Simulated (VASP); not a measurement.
# Si2Mo (mp) (I4/mmm) in VASP: notebook

Runs on Si2Mo (mp). Level: PBE. Tasks: single point, relaxation of cell and atoms.

All numbers are computed with VASP 6.6.1; they aren't measurements. Logs are shortened: lines on timing, memory, paths and dates and some standing lists are left out, and cuts for length are marked.

**1. The cell of the first run**

Symmetry: I4/mmm, No. 139, tetragonal system. Conventional cell: a = 3.217 Å, b = 3.217 Å, c = 7.873 Å, α = 90.00°, β = 90.00°, γ = 90.00°. Si (site symmetry 4mm) has 9 Si at 2.60 to 3.22 Å and 5 Mo at 2.62 to 2.64 Å within 3.4 Å. Mo (site symmetry 4/mmm) has 10 Si at 2.62 to 2.64 Å and 4 Mo at 3.22 Å within 3.5 Å.

**2. Single point, PBE**

INCAR reads:

```
SYSTEM = Si2Mo
PREC = Accurate
ENCUT = 520
EDIFF = 1E-6
ISMEAR = 1
SIGMA = 0.2
LREAL = .False.
LASPH = .True.
NELM = 100
ALGO = Normal
ISIF = 2
LWAVE = .False.
LCHARG = .False.
GGA = PE
NBANDS = 18
```

KPOINTS reads:

```
Automatic mesh
0
Gamma
  18 18 18
  0 0 0
```

POSCAR reads:

```
Si2Mo
1.0
   -1.6084496985      1.6084496985      3.9362822653
    1.6084496985     -1.6084496985      3.9362822653
    1.6084496985      1.6084496985     -3.9362822653
Si Mo
2 1
Direct
    0.3351170983      0.3351170983      0.0000000000
    0.6648829017      0.6648829017      0.0000000000
    0.0000000000      0.0000000000      0.0000000000
```

Potentials or basis: VASP PAW PBE potentials, release 64 (Si, Mo_sv).

On the command line:

```bash
$ cat potpaw_PBE.64/Si/POTCAR potpaw_PBE.64/Mo_sv/POTCAR > POTCAR
$ mpirun -np 1 vasp_std > vasp.out
```

OUTCAR:

```text
SYSTEM = Si2Mo
   PREC = Accurate
   ENCUT = 520
   EDIFF = 1E-6
   ISMEAR = 1
   LREAL = .False.
   LASPH = .True.
   NELM = 100
   ISIF = 2
   GGA = PE

 ion  position               nearest neighbor table
   1  0.335  0.335  0.000-   2 2.60   3 2.62   3 2.62   3 2.62   3 2.62   3 2.64   2 2.64   2 2.64
                             2 2.64   2 2.64
   2  0.665  0.665  0.000-   1 2.60   3 2.62   3 2.62   3 2.62   3 2.62   3 2.64   1 2.64   1 2.64
                             1 2.64   1 2.64
   3  0.000  0.000  0.000-   1 2.62   2 2.62   2 2.62   2 2.62   2 2.62   1 2.62   1 2.62   1 2.62
                             1 2.64   2 2.64

  LATTYP: Found a body centered tetragonal cell.
 ALAT       =     3.2168993970
 C/A-ratio  =     2.4472523256

  Lattice vectors:

 A1 = (  -1.6084496985,   1.6084496985,   3.9362822653)
 A2 = (   1.6084496985,  -1.6084496985,   3.9362822653)
 A3 = (   1.6084496985,   1.6084496985,  -3.9362822653)

Analysis of symmetry for initial positions (statically):
=====================================================================
 Subroutine PRICEL returns:
 Original cell was already a primitive cell.

 Routine SETGRP: Setting up the symmetry group for a
 body centered tetragonal supercell.

 Subroutine GETGRP returns: Found 16 space group operations
 (whereof 16 operations were pure point group operations)
 out of a pool of 16 trial point group operations.

The static configuration has the point symmetry D_4h.

Analysis of symmetry for dynamics (positions and initial velocities):
=====================================================================
 Subroutine PRICEL returns:
 Original cell was already a primitive cell.

 Routine SETGRP: Setting up the symmetry group for a
 body centered tetragonal supercell.

 Subroutine GETGRP returns: Found 16 space group operations
 (whereof 16 operations were pure point group operations)
 out of a pool of 16 trial point group operations.

The dynamic configuration has the point symmetry D_4h.

 Subroutine INISYM returns: Found 16 space group operations
 (whereof 16 operations are pure point group operations),
 and found     1 'primitive' translations

----------------------------------------------------------------------------------------

                                     Primitive cell

  volume of cell :      40.7344

  direct lattice vectors                    reciprocal lattice vectors
    -1.608449699  1.608449699  3.936282265     0.000000000  0.310858338  0.127023411
     1.608449699 -1.608449699  3.936282265     0.310858338  0.000000000  0.127023411
     1.608449699  1.608449699 -3.936282265     0.310858338  0.310858338  0.000000000

  length of vectors
     4.546266483  4.546266483  4.546266483     0.335809251  0.335809251  0.439620078

  position of ions in fractional coordinates (direct lattice)
     0.335117098  0.335117098  0.000000000
     0.664882902  0.664882902  0.000000000
     0.000000000  0.000000000  0.000000000

  ion indices of the primitive-cell ions
   primitive index   ion index
                 1           1
                 2           2
                 3           3

----------------------------------------------------------------------------------------

 KPOINTS: Automatic mesh

Automatic generation of k-mesh.
 Grid dimensions read from file:
 generate k-points for:   18   18   18

 Generating k-lattice:

  Cartesian coordinates                     Fractional coordinates (reciprocal lattice)
     0.000000000  0.017269908  0.007056856     0.055555556 -0.000000000  0.000000000
     0.017269908  0.000000000  0.007056856    -0.000000000  0.055555556  0.000000000
     0.017269908  0.017269908  0.000000000     0.000000000  0.000000000  0.055555556

  Length of vectors
     0.018656070  0.018656070  0.024423338

  Shift w.r.t. Gamma in fractional coordinates (k-lattice)
     0.000000000  0.000000000  0.000000000

 Subroutine IBZKPT returns following result:
 ===========================================

 Found    480 irreducible k-points:

 Following reciprocal coordinates:
            Coordinates               Weight
  0.000000  0.000000  0.000000      1.000000
  0.055556  0.000000  0.000000      8.000000
  0.111111  0.000000  0.000000      8.000000
  0.166667 -0.000000  0.000000      8.000000
  0.222222  0.000000  0.000000      8.000000
  0.277778  0.000000  0.000000      8.000000
[... 16 lines left out ...]
 -0.277778  0.055556 -0.000000     16.000000
 -0.222222  0.055556 -0.000000     16.000000
 [... further k-points ...]
   k-points           NKPTS =    480   k-points in BZ     NKDIM =    480   number of bands    NBANDS=     18
   number of dos      NEDOS =    301   number of ions     NIONS =      3
   total plane-waves  NPLWV =  46656
   dimension x,y,z NGX =    36 NGY =   36 NGZ =   36
   dimension x,y,z NGXF=    72 NGYF=   72 NGZF=   72
   ions per type =               2   1
   NGX,Y,Z   is equivalent  to a cutoff of  13.16, 13.16, 13.16 a.u.
   NGXF,Y,Z  is equivalent  to a cutoff of  26.33, 26.33, 26.33 a.u.
 SYSTEM =  Si2Mo
   PREC   = accura    normal or accurate (medium, high low for compatibility)
   ISTART =      0    job   : 0-new  1-cont  2-samecut
   ICHARG =      2    charge: 1-file 2-atom 10-const
   ISPIN  =      1    spin polarized calculation?
   LNONCOLLINEAR =      F non collinear calculations
   LSORBIT =      F    spin-orbit coupling
   LASPH  =      T    aspherical Exc in radial PAW
   ENCUT  =  520.0 eV  38.22 Ry    6.18 a.u.   8.45  8.45  8.45*2*pi/ulx,y,z
   NELM   =    100;   NELMIN=  2; NELMDL= -5     # of ELM steps
   EDIFF  = 0.1E-05   stopping-criterion for ELM
   LREAL  =      F    real-space projection
   EDIFFG = 0.1E-04   stopping-criterion for IOM
   NSW    =      0    number of steps for IOM
   IBRION =     -1    ionic relax: 0-MD 1-quasi-New 2-CG
   NFREE  =      0    steps in history (QN), initial steepest desc. (CG)
   ISIF   =      2    stress and relaxation
   ISYM   =      2    0-nonsym 1-usesym 2-fastsym
   POTIM  = 0.5000    time-step for ionic-motion
   TEBEG  =    0.0;   TEEND  =   0.0 temperature during run
   PSTRESS=    0.0 pullay stress
   NELECT =      22.0000    total number of electrons
   NUPDOWN=      -1.0000    fix difference up-down
   EMIN   =  10.00;   EMAX   =-10.00  energy-range for DOS
   EFERMI =   0.00;   METHOD = LEGACY
   ISMEAR =     1;   SIGMA  =   0.20  broadening in eV -4-tet -1-fermi 0-gaus
   EFERMI_NEDOS =   21; number of points for ismear=-14 and -15
   IALGO  =     38    algorithm
   IMIX   =      4    mixing-type and parameters
     AMIX     =   0.40;   BMIX     =  1.00
     AMIX_MAG =   1.60;   BMIX_MAG =  1.00
  volume/ion in A,a.u.               =      13.58        91.63
  Fermi-wavevector in a.u.,A,eV,Ry     =   1.333200  2.519383 24.183300  1.777422
  Thomas-Fermi vector in A             =   2.462077
   LORBIT       =      0    0 simple, 1 ext, 2 COOP (PROOUT), +10 PAW based schemes
   GGA     = PE    functional components
   LHFCALC =     F    Hartree Fock is set to
   AEXX    =    0.0000 exact exchange contribution
   IVDW    =     0    specifies the selected vdW correction
   LEPSILON=     F    determine dielectric tensor
   LRPA    =     F    only Hartree local field effects (RPA)
 non-spin polarized calculation
 Methfessel and Paxton  Order N= 1 SIGMA  =   0.20
  energy-cutoff  :      520.00
  volume of cell :       40.73
 maximum number of plane-waves:      1134
 NGX is ok and might be reduce to    36
   NGX = 17   NGY = 17   NGZ = 17

 number of electron      22.0000000 magnetization

 Free energy of the ion-electron system (eV)
  ---------------------------------------------------
  ext. energy  EPLUGINS =         0.00000000
  ---------------------------------------------------
  free energy    TOTEN  =       -23.26154715 eV

  energy without entropy =      -23.26224093  energy(sigma->0) =      -23.26177841

 E-fermi :  12.0715     XC(G=0): -12.3693

 val. band max:       12.0684915139   @ k =   0.0556   0.0556   0.0000
 cond. band min:      12.0788814843   @ k =  -0.1111  -0.1111   0.0556
 fundamental gap:      0.0103899705
 Fermi energy:        12.0715462734

 k-point     1 :       0.0000    0.0000    0.0000
  band No.  band energies     occupation
      1     -48.6628      2.00000
      2     -22.8040      2.00000
      3     -22.7374      2.00000
      4     -22.7374      2.00000
      5      -1.2490      2.00000
      6       5.7648      2.00000
[... 10 lines left out ...]
     17      17.1226      0.00000
     18      17.1226      0.00000

 k-point     2 :       0.0556    0.0000    0.0000
  band No.  band energies     occupation
      1     -48.6623      2.00000
      2     -22.8035      2.00000
      3     -22.7448      2.00000
      4     -22.7367      2.00000
      5      -1.1933      2.00000
      6       5.7669      2.00000
[... 10 lines left out ...]
     17      17.1579      0.00000
     18      17.4936      0.00000

 k-point     3 :       0.1111    0.0000    0.0000
  band No.  band energies     occupation
      1     -48.6608      2.00000
      2     -22.8019      2.00000
      3     -22.7662      2.00000
      4     -22.7347      2.00000
      5      -1.0277      2.00000
      6       5.7625      2.00000
[... 10 lines left out ...]
     17      17.3407      0.00000
     18      18.3048      0.00000

 k-point     4 :       0.1667   -0.0000    0.0000
  band No.  band energies     occupation
      1     -48.6585      2.00000
      2     -22.8005      2.00000
      3     -22.7977      2.00000
      4     -22.7316      2.00000
      5      -0.7559      2.00000
      6       5.7117      2.00000
[... 375 lines left out ...]
      4     -22.7272      2.00000
      5       0.5911      2.00000
      6       4.7683      2.00000
[... 10 lines left out ...]
     17      19.1014      0.00000
     18      20.4729      0.00000

 k-point    23 :      -0.2778    0.0556   -0.0000
  band No.  band energies     occupation
      1     -48.6522      2.00000
      2     -22.8797      2.00000
      3     -22.7915      2.00000
      4     -22.7310      2.00000
      5       0.0574      2.00000
      6       5.3640      2.00000
[... 10 lines left out ...]
     17      18.8476      0.00000
     18      20.2928      0.00000

 k-point    24 :      -0.2222    0.0556   -0.0000
  band No.  band energies     occupation
      1     -48.6552      2.00000
      2     -22.8378      2.00000
      3     -22.7947      2.00000
      4     -22.7351      2.00000
      5      -0.3928      2.00000
      6       5.7939      2.00000
[... 10 lines left out ...]
     17      18.2141      0.00000
     18      20.4438      0.00000

 [... further k-points ...]

------------------------ aborting loop because EDIFF is reached ----------------------------------------

  FORCE on cell =-STRESS in cart. coord.  units (eV):
  Direction    XX          YY          ZZ          XY          YZ          ZX
  --------------------------------------------------------------------------------------
  -------------------------------------------------------------------------------------
  Total        0.0459457      0.0459457      0.0383006      0.0000000      0.0000000      0.0000000
  in kB        1.8071520      1.8071520      1.5064512      0.0000000      0.0000000      0.0000000
  external PRESSURE =       1.7069184 kB  Pullay stress =       0.0000000 kB

 VOLUME and BASIS-vectors are now :
 -----------------------------------------------------------------------------
  energy-cutoff  :      520.00
  volume of cell :       40.73
      direct lattice vectors                 reciprocal lattice vectors
    -1.608449699  1.608449699  3.936282265     0.000000000  0.310858338  0.127023411
     1.608449699 -1.608449699  3.936282265     0.310858338  0.000000000  0.127023411
     1.608449699  1.608449699 -3.936282265     0.310858338  0.310858338  0.000000000

 POSITION                                       TOTAL-FORCE (eV/Angst)
 -----------------------------------------------------------------------------------
      0.00000      0.00000      2.63823         0.000000      0.000000     -0.004202
      0.00000      0.00000      5.23433        -0.000000     -0.000000      0.004202
      0.00000      0.00000      0.00000         0.000000      0.000000      0.000000
 -----------------------------------------------------------------------------------
    total drift:                                0.000000     -0.000000      0.000000

  FREE ENERGIE OF THE ION-ELECTRON SYSTEM (eV)
  ---------------------------------------------------
  free  energy   TOTEN  =       -23.2615471460 eV

  energy  without entropy=      -23.2622409268  energy(sigma->0) =      -23.26177841
```

Run time: 8.4 min. Hardware: 1 thread of Intel Xeon Platinum 8488C (Sapphire Rapids), shared host; peak memory 0.46 GiB.

Results:

```
Free energy            : -23.2615 eV
Pressure               : 0.2 GPa
Largest force          : 0.004 eV/Å
Band gap on the k mesh : zero (band 11 reaches 12.53 eV, above the bottom of band 12 at 11.59 eV)
```

Forces in eV/Å, atoms in the order of the input:
```
Si   0.000  0.000 -0.004
Si   0.000  0.000  0.004
Mo   0.000  0.000  0.000
```

Levels at points of the mesh, in eV from the Fermi level:
```csv
k point,band 8,band 9,band 10,band 11,band 12,band 13,band 14,band 15
"(0.00, 0.00, 0.00)",-2.99,-2.58,-2.58,0.36,3.07,3.25,3.47,3.47
"(0.50, 0.00, 0.00)",-4.45,-2.55,-2.52,-0.49,2.21,3.07,3.97,4.17
"(0.50, 0.50, 0.00)",-5.20,-4.39,-3.00,-1.21,2.26,2.67,3.10,3.31
"(0.50, 0.50, 0.50)",-2.15,-0.57,-0.57,-0.48,-0.48,0.49,4.69,4.99
```

(Continued in part 2 of 2.)
